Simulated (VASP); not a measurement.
Wanted: the native input for a VASP 6.6.1 run.

```yaml
Task: single point
Functional: RPBE
Potentials_or_basis: VASP PAW PBE potentials, release 64 (Ir)
Cutoff: 520 eV
k_mesh: 11 × 11 × 11
Occupations: fermi-dirac, width 0.1 eV
Spin: no spin polarisation
Dipole_correction: no
Further_INCAR_settings: ALGO = Normal; EDIFF = 1e-06; NBANDS = 16
```

The structure of Ir lies in POSCAR:

```
Ir
1.0
    0.0000000000      2.6829885531      2.6829885531
    2.6829885531      0.0000000000      2.6829885531
    2.6829885531      2.6829885531      0.0000000000
Ir
2
Direct
    0.1250000000      0.1250000000      0.1250000000
    0.8750000000      0.8750000000      0.8750000000
```

This cell differs from its parent crystal: volume scaled by 0.88.

These files were run (other wordings do the same):

INCAR

```
SYSTEM = Ir
PREC = Accurate ; ENCUT = 520
EDIFF = 1E-6 ; ISMEAR = -1
SIGMA = 0.1 ; LREAL = .FALSE.
LASPH = .TRUE. ; NELM = 60
ALGO = Normal ; ISIF = 2
LWAVE = .FALSE. ; LCHARG = .FALSE.
GGA = RP ; NBANDS = 16
```

KPOINTS

```
regular mesh
0
G
  11 11 11
  0 0 0
```

Potentials or basis: VASP PAW PBE potentials, release 64 (Ir).

The run is started by

```sh
$ cat potpaw_PBE.64/Ir/POTCAR > POTCAR
$ mpirun -np 1 vasp_std > vasp.out
```

It gave:

```
Pressure               : 28.9 GPa
Band gap on the k mesh : zero (band 9 reaches 7.86 eV, above the bottom of band 10 at 6.14 eV)
```

Caveat: the PAW data sets were made with another functional, which shifts forces and pressure a little; spin-orbit coupling is left out, which moves the levels of the heavy elements.

Wall time 15 s on 1 thread of Intel(R) Xeon(R) Platinum 8488C (Sapphire Rapids), with other jobs on the host, peak memory 0.17 GiB.
